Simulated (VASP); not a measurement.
# PtSe2 (P-3m1) in VASP: a series of runs, part 2 of 2

VASP 6.6.1.

### Step 3. Single point, PBEsol+D3(BJ) (strain +0.0525 x Voigt [1, 1, 0, 0, 0, 0])

Input file INCAR:

```
SYSTEM = PtSe2
ALGO = Normal
EDIFF = 1E-6
ENCUT = 520
GGA = PS
ISIF = 2
ISMEAR = 0
IVDW = 12
LASPH = .TRUE.
LCHARG = .FALSE.
LREAL = .FALSE.
LWAVE = .FALSE.
NBANDS = 18
NELM = 100
PREC = Accurate
SIGMA = 0.15
```

Input file KPOINTS:

```
k-points
0
G
  12 12 10
  0 0 0
```

Input file POSCAR:

```
PtSe2
1.0
    3.9195106363      0.0000000000      0.0000000000
   -1.9597553182      3.3943957815      0.0000000000
    0.0000000000      0.0000000000      5.0620000000
Pt Se
1 2
Direct
    0.0000000000      0.0000000000      0.0000000000
    0.3333333333      0.6666666667      0.2500000000
    0.6666666667      0.3333333333      0.7500000000
```

Potentials or basis: VASP PAW PBE potentials, release 64 (Pt, Se).

Run with:

```bash
cat potpaw_PBE.64/Pt/POTCAR potpaw_PBE.64/Se/POTCAR > POTCAR
mpirun -np 1 vasp_std > vasp.out
```

OUTCAR:

```text
SYSTEM = PtSe2
   EDIFF = 1E-6
   ENCUT = 520
   GGA = PS
   ISIF = 2
   ISMEAR = 0
   IVDW = 12
   LASPH = .TRUE.
   LREAL = .FALSE.
   NELM = 100
   PREC = Accurate
 IVDW          = 12

 ion  position               nearest neighbor table
   1  0.000  0.000  0.000-   2 2.59   3 2.59   3 2.59   2 2.59   3 2.59   2 2.59
   2  0.333  0.667  0.250-   1 2.59   1 2.59   1 2.59
   3  0.667  0.333  0.750-   1 2.59   1 2.59   1 2.59

  LATTYP: Found a hexagonal cell.
 ALAT       =     3.9195106363
 C/A-ratio  =     1.2914877569

  Lattice vectors:

 A1 = (   3.9195106363,   0.0000000000,   0.0000000000)
 A2 = (  -1.9597553182,   3.3943957815,   0.0000000000)
 A3 = (   0.0000000000,   0.0000000000,   5.0620000000)

Analysis of symmetry for initial positions (statically):
=====================================================================
 Subroutine PRICEL returns:
 Original cell was already a primitive cell.

 Routine SETGRP: Setting up the symmetry group for a
 hexagonal supercell.

 Subroutine GETGRP returns: Found 12 space group operations
 (whereof 12 operations were pure point group operations)
 out of a pool of 24 trial point group operations.

[... 166 lines left out ...]

 val. band max:        4.9651642878   @ k =  -0.0833   0.3333   0.3000
 cond. band min:       4.9864754533   @ k =   0.0833   0.0833   0.0000
 fundamental gap:      0.0213111655
 Fermi energy:         4.9820154124

 k-point     1 :       0.0000    0.0000    0.0000
  band No.  band energies     occupation
      1      -9.8222      2.00000
      2      -7.3974      2.00000
      3      -1.1914      2.00000
      4      -0.6830      2.00000
      5      -0.6830      2.00000
      6       1.6465      2.00000
[... 481 lines left out ...]
      5      -0.2918      2.00000
      6       1.0858      2.00000
[... 10 lines left out ...]
     17      13.1900      0.00000
     18      13.6129      0.00000

 [... further k-points ...]

------------------------ aborting loop because EDIFF is reached ----------------------------------------

 Edisp (eV)   -1.15225

 E8    (eV) :    -0.7492

  FORCE on cell =-STRESS in cart. coord.  units (eV):
  Direction    XX          YY          ZZ          XY          YZ          ZX
  --------------------------------------------------------------------------------------
  -------------------------------------------------------------------------------------
  Total      -6.10962    -6.10962    -3.88991     0.00000    -0.00000    -0.00000
  in kB    -145.34767  -145.34767   -92.54089     0.00000    -0.00000    -0.00000
  external pressure =     -127.75 kB  Pullay stress =        0.00 kB

 VOLUME and BASIS-vectors are now :
 -----------------------------------------------------------------------------
  energy-cutoff  :      520.00
  volume of cell :       67.35
      direct lattice vectors                 reciprocal lattice vectors
     3.919510636  0.000000000  0.000000000     0.255133891  0.147301621  0.000000000
    -1.959755318  3.394395782  0.000000000     0.000000000  0.294603241  0.000000000
     0.000000000  0.000000000  5.062000000     0.000000000  0.000000000  0.197550375

 POSITION                                       TOTAL-FORCE (eV/Angst)
 -----------------------------------------------------------------------------------
      0.00000      0.00000      0.00000        -0.000000      0.000000      0.000000
     -0.00000      2.26293      1.26550         0.000000     -0.000000     -0.623412
      1.95976      1.13147      3.79650        -0.000000      0.000000      0.623412
 -----------------------------------------------------------------------------------
    total drift:                                0.000000      0.000000     -0.000000

  FREE ENERGIE OF THE ION-ELECTRON SYSTEM (eV)
  ---------------------------------------------------
  free  energy   TOTEN  =       -16.8272064583 eV

  energy  without entropy=      -16.8180946044  energy(sigma->0) =      -16.82265053
```

It took 4.1 min on 1 thread of Intel Xeon 8259CL, shared host; peak memory 0.34 GiB.

Results:

- Free energy: -16.8272 eV
- Pressure: -12.8 GPa
- Largest force: 0.623 eV/Å
- Band gap on the k mesh: zero (bands 11 and 12 overlap by 0.58 eV)
- Dispersion energy per atom: -0.384 eV

Forces in eV/Å, atoms in the order of the input:
```
Pt   0.000  0.000  0.000
Se   0.000  0.000 -0.623
Se   0.000  0.000  0.623
```

Stress tensor (GPa, compression positive):
```
-14.53   0.00   0.00
  0.00 -14.53   0.00
  0.00   0.00  -9.25
```

Caveat: the cell differs from its parent crystal (strain +0.0525 x Voigt [1, 1, 0, 0, 0, 0]); the stress differs along the axes, from -15 to -9 GPa; the PAW data sets were made with another functional, which shifts forces and pressure a little; spin-orbit coupling is left out, which moves the levels of the heavy elements.

### Step 4. Single point, PBEsol+D3(BJ) (strain +0.0600 x Voigt [1, 1, 0, 0, 0, 0])

Input file INCAR:

```
SYSTEM = PtSe2
  PREC = Accurate
  ENCUT = 520
  EDIFF = 1E-6
  ISMEAR = 0
  SIGMA = 0.15
  LREAL = .FALSE.
  LASPH = .TRUE.
  NELM = 80
  ALGO = Normal
  ISIF = 2
  LWAVE = .FALSE.
  LCHARG = .FALSE.
  GGA = PS
  IVDW = 12
  NBANDS = 18
```

Input file KPOINTS:

```
Automatic mesh
0
G
  12 12 10
  0 0 0
```

Input file POSCAR:

```
PtSe2
1.0
    3.9474406409      0.0000000000      0.0000000000
   -1.9737203204      3.4185838749      0.0000000000
    0.0000000000      0.0000000000      5.0620000000
Pt Se
1 2
Direct
    0.0000000000      0.0000000000      0.0000000000
    0.3333333333      0.6666666667      0.2500000000
    0.6666666667      0.3333333333      0.7500000000
```

Run with:

```bash
cat potpaw_PBE.64/Pt/POTCAR potpaw_PBE.64/Se/POTCAR > POTCAR
mpirun -np 1 vasp_std > vasp.out
```

Run time: 3.8 min. Hardware: 1 thread of Intel Xeon 8259CL, shared host; peak memory 0.34 GiB.

Results (log left out):

```
Free energy                : -16.7359 eV
Pressure                   : -13.9 GPa
Largest force              : 0.720 eV/Å
Band gap on the k mesh     : zero (bands 11 and 12 overlap by 0.59 eV)
Dispersion energy per atom : -0.379 eV
```

Forces in eV/Å, atoms in the order of the input:
```
Pt   0.000  0.000  0.000
Se   0.000  0.000 -0.720
Se   0.000  0.000  0.720
```

Stress tensor (GPa, compression positive):
```
-15.89   0.00   0.00
  0.00 -15.89   0.00
  0.00   0.00  -9.86
```

Levels at points of the mesh, in eV from the Fermi level:
| k point | band 8 | band 9 | band 10 | band 11 | band 12 | band 13 | band 14 | band 15 |
| --- | --- | --- | --- | --- | --- | --- | --- | --- |
| (0.00, 0.00, 0.00) | -2.03 | -0.96 | -0.96 | 0.54 | 1.20 | 1.20 | 3.22 | 3.64 |
| (0.50, 0.00, 0.00) | -2.98 | -2.92 | -2.88 | -2.57 | 0.56 | 2.08 | 4.38 | 5.93 |
| (0.00, 0.00, 0.50) | -2.41 | -1.62 | -1.39 | -1.39 | 1.96 | 1.96 | 4.83 | 5.36 |
| (0.50, 0.00, 0.50) | -2.87 | -2.68 | -2.51 | -0.97 | 0.87 | 1.07 | 4.38 | 5.02 |

Caveat: the cell differs from its parent crystal (strain +0.0600 x Voigt [1, 1, 0, 0, 0, 0]); the stress differs along the axes, from -16 to -10 GPa; the PAW data sets were made with another functional, which shifts forces and pressure a little; spin-orbit coupling is left out, which moves the levels of the heavy elements.

### Step 5. Summary

```csv
cell,gap on the mesh (eV),pressure (GPa),largest force (eV/Å)
"a = 3.892, b = 3.892, c = 5.062 Å, angles 90.0, 90.0, 120.0°, 3 atoms",none,-11.6,0.52
"a = 3.920, b = 3.920, c = 5.062 Å, angles 90.0, 90.0, 120.0°, 3 atoms",none,-12.8,0.62
"a = 3.947, b = 3.947, c = 5.062 Å, angles 90.0, 90.0, 120.0°, 3 atoms",none,-13.9,0.72
```

Alike in all rows: task single point; level PBEsol+D3(BJ); potentials or basis VASP PAW PBE potentials, release 64 (Pt, Se); no spin polarisation; k mesh 12 × 12 × 10; cutoff (eV) 520; smearing gaussian 0.15 eV.

Caveats: the PAW data sets were made with another functional, which shifts forces and pressure a little; spin-orbit coupling is left out, which moves the levels of the heavy elements; the cell stands under tension (at least some runs); the stress differs along the axes, from -15 to -9 GPa (at least some runs); the stress differs along the axes, from -16 to -10 GPa (at least some runs).

Total energies depend on the potentials used, so only differences within one code and one set of settings carry meaning.

The gap in the log of VASP goes by the Fermi energy; the results here count the filled bands.